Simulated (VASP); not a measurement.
# SnO2 (Pm) in VASP: further runs

The runs below take SnO2 through single point, with LDA.

All numbers are computed with VASP 6.6.1; they aren't measurements. Logs are shortened: lines on timing, memory, paths and dates and some standing lists are left out, and cuts for length are marked.

### Step 1. The cell of the first run

The typed cell holds 6 atoms: a = 4.721 Å, b = 4.724 Å, c = 3.190 Å, α = 90.00°, β = 90.00°, γ = 90.00°.

### Step 2. Single point, LDA

Contents of INCAR:

```
SYSTEM = SnO2
PREC     = Accurate       ! precision mode
ENCUT    = 520            ! plane-wave cutoff, eV
EDIFF    = 1E-7           ! SCF threshold, eV
ISMEAR   = 0              ! smearing method
SIGMA    = 0.05           ! smearing width, eV
LREAL    = .FALSE.        ! projectors in reciprocal space
LASPH    = .TRUE.         ! aspherical terms in the spheres
NELM     = 80             ! most SCF steps
ALGO     = Normal         ! electronic algorithm
ISIF     = 2              ! what is computed and relaxed
LWAVE    = .FALSE.        ! write WAVECAR
LCHARG   = .FALSE.        ! write CHGCAR
NBANDS   = 35             ! bands
```

Contents of KPOINTS:

```
Automatic mesh
0
G
  6 6 8
  0 0 0
```

Contents of POSCAR:

```
SnO2
1.0
    4.7212714757      0.0000000000      0.0000000000
    0.0000000000      4.7242464866      0.0000000000
    0.0000000000      0.0000000000      3.1900194031
Sn O
2 4
Direct
    0.4252614867      0.5749843636      0.5000000000
   -0.0747385133      0.0749843636      0.0000000000
    0.3055669669      0.3065721211      0.0000000000
    0.8055669669      0.1934278789      0.5000000000
    0.1944330331      0.8065721211      0.5000000000
    0.6944330331      0.6934278789      0.0000000000
```

Potentials or basis: VASP PAW LDA potentials, release 64 (Sn_d, O).

Run with:

```bash
> cat potpaw_LDA.64/Sn_d/POTCAR potpaw_LDA.64/O/POTCAR > POTCAR
> mpirun -np 1 vasp_std > vasp.out
```

OUTCAR:

```text
SYSTEM = SnO2
   PREC = Accurate
   ENCUT = 520
   EDIFF = 1E-7
   ISMEAR = 0
   LREAL = .FALSE.
   LASPH = .TRUE.
   NELM = 80
   ISIF = 2

 ion  position               nearest neighbor table
   1  0.425  0.575  0.500-   5 1.54   3 2.11   3 2.11   6 2.11   6 2.11   4 2.54   2 3.70   2 3.70
                             2 3.70   2 3.70   2 3.70   2 3.70   2 3.70   2 3.70
   2  0.925  0.075  0.000-   4 1.78   4 1.78   3 2.10   6 2.11   5 2.40   5 2.40   1 3.70   1 3.70
                             1 3.70   1 3.70   1 3.70   1 3.70   1 3.70   1 3.70
   3  0.306  0.307  0.000-   2 2.10   1 2.11   1 2.11
   4  0.806  0.193  0.500-   2 1.78   2 1.78   1 2.54
   5  0.194  0.807  0.500-   1 1.54   2 2.40   2 2.40
   6  0.694  0.693  0.000-   2 2.11   1 2.11   1 2.11

  LATTYP: Found a simple orthorhombic cell.
 ALAT       =     3.1900194031
 B/A-ratio  =     1.4800134040
 C/A-ratio  =     1.4809460037

  Lattice vectors:

 A1 = (   0.0000000000,   0.0000000000,   3.1900194031)
 A2 = (   4.7212714757,   0.0000000000,   0.0000000000)
 A3 = (   0.0000000000,   4.7242464866,   0.0000000000)

Analysis of symmetry for initial positions (statically):
=====================================================================
 Subroutine PRICEL returns:
 Original cell was already a primitive cell.

 Routine SETGRP: Setting up the symmetry group for a
 simple orthorhombic supercell.

 Subroutine GETGRP returns: Found  2 space group operations
 (whereof  2 operations were pure point group operations)
 out of a pool of  8 trial point group operations.

The static configuration has the point symmetry C_1h.

Analysis of symmetry for dynamics (positions and initial velocities):
=====================================================================
 Subroutine PRICEL returns:
 Original cell was already a primitive cell.

 Routine SETGRP: Setting up the symmetry group for a
 simple orthorhombic supercell.

 Subroutine GETGRP returns: Found  2 space group operations
 (whereof  2 operations were pure point group operations)
 out of a pool of  8 trial point group operations.

The dynamic configuration has the point symmetry C_1h.

 Subroutine INISYM returns: Found  2 space group operations
 (whereof  2 operations are pure point group operations),
 and found     1 'primitive' translations

----------------------------------------------------------------------------------------

                                     Primitive cell

  volume of cell :      71.1516

  direct lattice vectors                    reciprocal lattice vectors
     4.721271476  0.000000000  0.000000000     0.211807350  0.000000000  0.000000000
     0.000000000  4.724246487  0.000000000     0.000000000  0.211673968  0.000000000
     0.000000000  0.000000000  3.190019403     0.000000000  0.000000000  0.313477717

  length of vectors
     4.721271476  4.724246487  3.190019403     0.211807350  0.211673968  0.313477717

  position of ions in fractional coordinates (direct lattice)
     0.425261487  0.574984364  0.500000000
     0.925261487  0.074984364  0.000000000
     0.305566967  0.306572121  0.000000000
     0.805566967  0.193427879  0.500000000
     0.194433033  0.806572121  0.500000000
     0.694433033  0.693427879  0.000000000

  ion indices of the primitive-cell ions
   primitive index   ion index
                 1           1
                 2           2
                 3           3
                 4           4
                 5           5
                 6           6

----------------------------------------------------------------------------------------

 KPOINTS: Automatic mesh

Automatic generation of k-mesh.
 Grid dimensions read from file:
 generate k-points for:    6    6    8

 Generating k-lattice:

  Cartesian coordinates                     Fractional coordinates (reciprocal lattice)
     0.035301225  0.000000000  0.000000000     0.166666667  0.000000000  0.000000000
     0.000000000  0.035278995  0.000000000     0.000000000  0.166666667  0.000000000
     0.000000000  0.000000000  0.039184715     0.000000000  0.000000000  0.125000000

  Length of vectors
     0.035301225  0.035278995  0.039184715

  Shift w.r.t. Gamma in fractional coordinates (k-lattice)
     0.000000000  0.000000000  0.000000000

 Subroutine IBZKPT returns following result:
 ===========================================

 Found    100 irreducible k-points:

 Following reciprocal coordinates:
            Coordinates               Weight
  0.000000  0.000000  0.000000      1.000000
  0.166667  0.000000  0.000000      2.000000
  0.333333  0.000000  0.000000      2.000000
  0.500000  0.000000  0.000000      1.000000
  0.000000  0.166667  0.000000      2.000000
  0.166667  0.166667  0.000000      2.000000
[... 16 lines left out ...]
  0.333333  0.000000  0.125000      4.000000
  0.500000  0.000000  0.125000      2.000000
 [... further k-points ...]
   k-points           NKPTS =    100   k-points in BZ     NKDIM =    100   number of bands    NBANDS=     35
   number of dos      NEDOS =    301   number of ions     NIONS =      6
   total plane-waves  NPLWV =  31104
   dimension x,y,z NGX =    36 NGY =   36 NGZ =   24
   dimension x,y,z NGXF=    72 NGYF=   72 NGZF=   48
   ions per type =               2   4
   NGX,Y,Z   is equivalent  to a cutoff of  12.68, 12.67, 12.51 a.u.
   NGXF,Y,Z  is equivalent  to a cutoff of  25.35, 25.34, 25.01 a.u.
 SYSTEM =  SnO2
   PREC   = accura    normal or accurate (medium, high low for compatibility)
   ISTART =      0    job   : 0-new  1-cont  2-samecut
   ICHARG =      2    charge: 1-file 2-atom 10-const
   ISPIN  =      1    spin polarized calculation?
   LNONCOLLINEAR =      F non collinear calculations
   LSORBIT =      F    spin-orbit coupling
   LASPH  =      T    aspherical Exc in radial PAW
   ENCUT  =  520.0 eV  38.22 Ry    6.18 a.u.   8.78  8.78  5.93*2*pi/ulx,y,z
   NELM   =     80;   NELMIN=  2; NELMDL= -5     # of ELM steps
   EDIFF  = 0.1E-06   stopping-criterion for ELM
   LREAL  =      F    real-space projection
   EDIFFG = 0.1E-05   stopping-criterion for IOM
   NSW    =      0    number of steps for IOM
   IBRION =     -1    ionic relax: 0-MD 1-quasi-New 2-CG
   NFREE  =      0    steps in history (QN), initial steepest desc. (CG)
   ISIF   =      2    stress and relaxation
   ISYM   =      2    0-nonsym 1-usesym 2-fastsym
   POTIM  = 0.5000    time-step for ionic-motion
   TEBEG  =    0.0;   TEEND  =   0.0 temperature during run
   PSTRESS=    0.0 pullay stress
   NELECT =      52.0000    total number of electrons
   NUPDOWN=      -1.0000    fix difference up-down
   EMIN   =  10.00;   EMAX   =-10.00  energy-range for DOS
   EFERMI =   0.00;   METHOD = LEGACY
   ISMEAR =     0;   SIGMA  =   0.05  broadening in eV -4-tet -1-fermi 0-gaus
   EFERMI_NEDOS =   21; number of points for ismear=-14 and -15
   IALGO  =     38    algorithm
   IMIX   =      4    mixing-type and parameters
     AMIX     =   0.40;   BMIX     =  1.00
     AMIX_MAG =   1.60;   BMIX_MAG =  1.00
  volume/ion in A,a.u.               =      11.86        80.03
  Fermi-wavevector in a.u.,A,eV,Ry     =   1.474623  2.786633 29.586044  2.174513
  Thomas-Fermi vector in A             =   2.589372
   LORBIT       =      0    0 simple, 1 ext, 2 COOP (PROOUT), +10 PAW based schemes
   GGA     = CA    functional components
   LHFCALC =     F    Hartree Fock is set to
   AEXX    =    0.0000 exact exchange contribution
   IVDW    =     0    specifies the selected vdW correction
   LEPSILON=     F    determine dielectric tensor
   LRPA    =     F    only Hartree local field effects (RPA)
 non-spin polarized calculation
 Gauss-broadening in eV      SIGMA  =   0.05
  energy-cutoff  :      520.00
  volume of cell :       71.15
 maximum number of plane-waves:      1944
 NGX is ok and might be reduce to    36
   NGX = 17   NGY = 17   NGZ = 11

 number of electron      52.0000000 magnetization

 Free energy of the ion-electron system (eV)
  ---------------------------------------------------
  ext. energy  EPLUGINS =         0.00000000
  ---------------------------------------------------
  free energy    TOTEN  =       -36.73094885 eV

  energy without entropy =      -36.73094885  energy(sigma->0) =      -36.73094885

 E-fermi :   5.9045     XC(G=0): -11.7964

 val. band max:        5.6776949697   @ k =   0.0000   0.0000   0.0000
 cond. band min:       7.1998733197   @ k =   0.0000   0.0000   0.0000
 fundamental gap:      1.5221783500
 Fermi energy:         5.9044621130

 k-point     1 :       0.0000    0.0000    0.0000
  band No.  band energies     occupation
      1     -16.5489      2.00000
      2     -16.1297      2.00000
      3     -14.5841      2.00000
      4     -14.3394      2.00000
      5     -14.2273      2.00000
      6     -14.0049      2.00000
[... 27 lines left out ...]
     34      17.4721      0.00000
     35      18.3074      0.00000

 k-point     2 :       0.1667    0.0000    0.0000
  band No.  band energies     occupation
      1     -16.5336      2.00000
      2     -16.1481      2.00000
      3     -14.5837      2.00000
      4     -14.3448      2.00000
      5     -14.2226      2.00000
      6     -14.0041      2.00000
[... 27 lines left out ...]
     34      17.6165      0.00000
     35      18.2396      0.00000

 k-point     3 :       0.3333    0.0000    0.0000
  band No.  band energies     occupation
      1     -16.4977      2.00000
      2     -16.1905      2.00000
      3     -14.5830      2.00000
      4     -14.3555      2.00000
      5     -14.2136      2.00000
      6     -14.0026      2.00000
[... 27 lines left out ...]
     34      17.9657      0.00000
     35      18.3528      0.00000

 k-point     4 :       0.5000    0.0000    0.0000
  band No.  band energies     occupation
      1     -16.4754      2.00000
      2     -16.2161      2.00000
      3     -14.5827      2.00000
      4     -14.3607      2.00000
      5     -14.2092      2.00000
      6     -14.0018      2.00000
[... 27 lines left out ...]
     34      18.3511      0.00000
     35      18.4964      0.00000

 k-point     5 :       0.0000    0.1667    0.0000
  band No.  band energies     occupation
      1     -16.5336      2.00000
      2     -16.1481      2.00000
      3     -14.5837      2.00000
      4     -14.3449      2.00000
      5     -14.2226      2.00000
      6     -14.0041      2.00000
[... 638 lines left out ...]
 k-point    22 :       0.1667    0.0000    0.1250
  band No.  band energies     occupation
      1     -16.5036      2.00000
      2     -16.0733      2.00000
      3     -14.6094      2.00000
      4     -14.3429      2.00000
      5     -14.2222      2.00000
      6     -14.0269      2.00000
[... 27 lines left out ...]
     34      17.6112      0.00000
     35      18.1313      0.00000

 k-point    23 :       0.3333    0.0000    0.1250
  band No.  band energies     occupation
      1     -16.4794      2.00000
      2     -16.1034      2.00000
      3     -14.6096      2.00000
      4     -14.3587      2.00000
      5     -14.2110      2.00000
      6     -14.0262      2.00000
[... 27 lines left out ...]
     34      17.8957      0.00000
     35      18.4390      0.00000

 k-point    24 :       0.5000    0.0000    0.1250
  band No.  band energies     occupation
      1     -16.4658      2.00000
      2     -16.1200      2.00000
      3     -14.6096      2.00000
      4     -14.3660      2.00000
      5     -14.2059      2.00000
      6     -14.0259      2.00000
[... 27 lines left out ...]
     34      18.1330      0.00000
     35      18.8328      0.00000

 [... further k-points ...]

------------------------ aborting loop because EDIFF is reached ----------------------------------------

  FORCE on cell =-STRESS in cart. coord.  units (eV):
  Direction    XX          YY          ZZ          XY          YZ          ZX
  --------------------------------------------------------------------------------------
  -------------------------------------------------------------------------------------
  Total       15.4631878     15.5207481     12.9622464    -19.0036743      0.0000000      0.0000000
  in kB      348.1967914    349.4929229    291.8811233   -427.9207180      0.0000000      0.0000000
  external PRESSURE =     329.8569459 kB  Pullay stress =       0.0000000 kB

 VOLUME and BASIS-vectors are now :
 -----------------------------------------------------------------------------
  energy-cutoff  :      520.00
  volume of cell :       71.15
      direct lattice vectors                 reciprocal lattice vectors
     4.721271476  0.000000000  0.000000000     0.211807350  0.000000000  0.000000000
     0.000000000  4.724246487  0.000000000     0.000000000  0.211673968  0.000000000
     0.000000000  0.000000000  3.190019403     0.000000000  0.000000000  0.313477717

 POSITION                                       TOTAL-FORCE (eV/Angst)
 -----------------------------------------------------------------------------------
      2.00777      2.71637      1.59501        15.675995    -15.728896      0.000000
      4.36841      0.35424      0.00000         4.892083     -4.883558      0.000000
      1.44266      1.44832      0.00000        -0.335528     -0.049889      0.000000
      3.80330      0.91380      1.59501        -4.135960      4.105763      0.000000
      0.91797      3.81045      1.59501       -16.146772     16.204123      0.000000
      3.27861      3.27592      0.00000         0.050181      0.352457      0.000000
 -----------------------------------------------------------------------------------
    total drift:                               -0.000203      0.000135      0.000000

  FREE ENERGIE OF THE ION-ELECTRON SYSTEM (eV)
  ---------------------------------------------------
  free  energy   TOTEN  =       -36.7309488466 eV

  energy  without entropy=      -36.7309488466  energy(sigma->0) =      -36.73094885
```

Wall time 83 s (1 thread of Intel Xeon 6975P-C (Granite Rapids), shared host); peak memory 0.29 GiB.

Results:

```yaml
Free_energy: -36.7309 eV
Pressure: 33.0 GPa
Largest_force: 22.876 eV/Å
Band_gap_on_the_k_mesh: 1.52 eV
```

Forces in eV/Å, atoms in the order of the input:
```
Sn   15.676 -15.729   0.000
Sn    4.892  -4.884   0.000
O    -0.336  -0.050   0.000
O    -4.136   4.106   0.000
O   -16.147  16.204   0.000
O     0.050   0.352   0.000
```

Stress tensor (GPa, compression positive):
```
 34.82 -42.79   0.00
-42.79  34.95   0.00
  0.00   0.00  29.19
```

Levels at points of the mesh, in eV from the valence-band top:
```csv
k point,band 22,band 23,band 24,band 25,band 26,band 27,band 28,band 29,band 30,band 31
"(0.00, 0.00, 0.00)",-0.80,-0.68,-0.63,-0.11,0.00,1.52,5.14,6.93,7.12,9.16
"(0.50, 0.00, 0.00)",-1.45,-0.95,-0.63,-0.61,-0.21,4.33,4.52,6.90,7.41,10.60
"(0.00, 0.50, 0.00)",-1.46,-0.95,-0.62,-0.61,-0.21,4.33,4.53,6.92,7.43,10.59
"(0.50, 0.50, 0.00)",-1.37,-1.22,-1.02,-0.88,-0.76,4.48,4.91,7.56,7.74,10.93
"(0.00, 0.00, 0.50)",-2.25,-2.08,-1.33,-1.19,-0.97,5.72,6.10,8.67,9.46,9.91
"(0.50, 0.00, 0.50)",-1.75,-1.11,-0.74,-0.64,-0.43,5.85,6.08,7.88,9.23,9.72
"(0.00, 0.50, 0.50)",-1.74,-1.11,-0.74,-0.64,-0.44,5.85,6.08,7.87,9.23,9.72
"(0.50, 0.50, 0.50)",-1.63,-1.51,-0.73,-0.39,-0.39,4.32,5.22,8.11,9.06,10.02
```

Caveat: the cell differs from its parent crystal (all Sn atoms moved -0.500 Å, as atom 1 towards its neighbour atom 4 (O) at 2.044 Å); the stress differs along the axes, from 29 to 35 GPa; spin-orbit coupling is left out, which moves the levels of the heavy elements; forces of over 1 eV/Å act on the atoms, so gaps and moduli don't describe the material at rest.

### Step 3. Single point, LDA

Edit INCAR of step 2 so:

```diff
@@ -3,3 +3,3 @@
 ENCUT    = 520            ! plane-wave cutoff, eV
-EDIFF    = 1E-7           ! SCF threshold, eV
+EDIFF    = 1E-6           ! SCF threshold, eV
 ISMEAR   = 0              ! smearing method
@@ -8,3 +8,3 @@
 LASPH    = .TRUE.         ! aspherical terms in the spheres
-NELM     = 80             ! most SCF steps
+NELM     = 60             ! most SCF steps
 ALGO     = Normal         ! electronic algorithm
```

Contents of KPOINTS:

```
regular mesh
0
G
  6 6 8
  0 0 0
```

Edit POSCAR of step 2 so:

```diff
@@ -8,4 +8,4 @@
 Direct
-    0.4252614867      0.5749843636      0.5000000000
-   -0.0747385133      0.0749843636      0.0000000000
+    0.5560538850      0.4437617273      0.5000000000
+    0.0560538850     -0.0562382727      0.0000000000
     0.3055669669      0.3065721211      0.0000000000
```

Potentials or basis: VASP PAW LDA potentials, release 64 (Sn_d, O).

Run with:

```bash
> cat potpaw_LDA.64/Sn_d/POTCAR potpaw_LDA.64/O/POTCAR > POTCAR
> mpirun -np 1 vasp_std > vasp.out
```

Run time: 72 s. Hardware: 1 thread of Intel Xeon 6975P-C (Granite Rapids), shared host; peak memory 0.28 GiB.

It converged, with:

* Free energy: -39.5817 eV
* Pressure: 18.4 GPa
* Largest force: 12.519 eV/Å
* Band gap on the k mesh: 1.38 eV

Forces in eV/Å, atoms in the order of the input:
```
Sn  -8.296  8.322  0.000
Sn  -3.903  3.908  0.000
O   -0.072 -0.185  0.000
O    8.838 -8.866  0.000
O    3.264 -3.249  0.000
O    0.169  0.069  0.000
```

Stress tensor (GPa, compression positive):
```
 19.04 -23.82   0.00
-23.82  19.08   0.00
  0.00   0.00  17.00
```

Levels at points of the mesh, in eV from the valence-band top:
```tsv
k point	band 24	band 25	band 26	band 27	band 28	band 29
(0.00, 0.00, 0.00)	-0.75	-0.39	0.00	1.38	5.31	6.58
(0.50, 0.00, 0.00)	-0.80	-0.68	-0.35	4.31	4.45	6.80
(0.00, 0.50, 0.00)	-0.80	-0.68	-0.35	4.31	4.46	6.81
(0.50, 0.50, 0.00)	-1.10	-1.10	-0.84	4.51	4.82	7.46
(0.00, 0.00, 0.50)	-1.40	-1.27	-1.09	5.80	6.06	8.94
(0.50, 0.00, 0.50)	-0.89	-0.70	-0.57	5.96	6.12	7.94
(0.00, 0.50, 0.50)	-0.89	-0.70	-0.57	5.96	6.11	7.93
(0.50, 0.50, 0.50)	-0.85	-0.57	-0.51	4.41	5.04	8.34
```

Caveat: the cell differs from its parent crystal (all Sn atoms moved +0.375 Å, as atom 1 towards its neighbour atom 4 (O) at 2.044 Å); the cell stands under pressure; spin-orbit coupling is left out, which moves the levels of the heavy elements; forces of over 1 eV/Å act on the atoms, so gaps and moduli don't describe the material at rest.

(Part 1 of 2 ends here.)
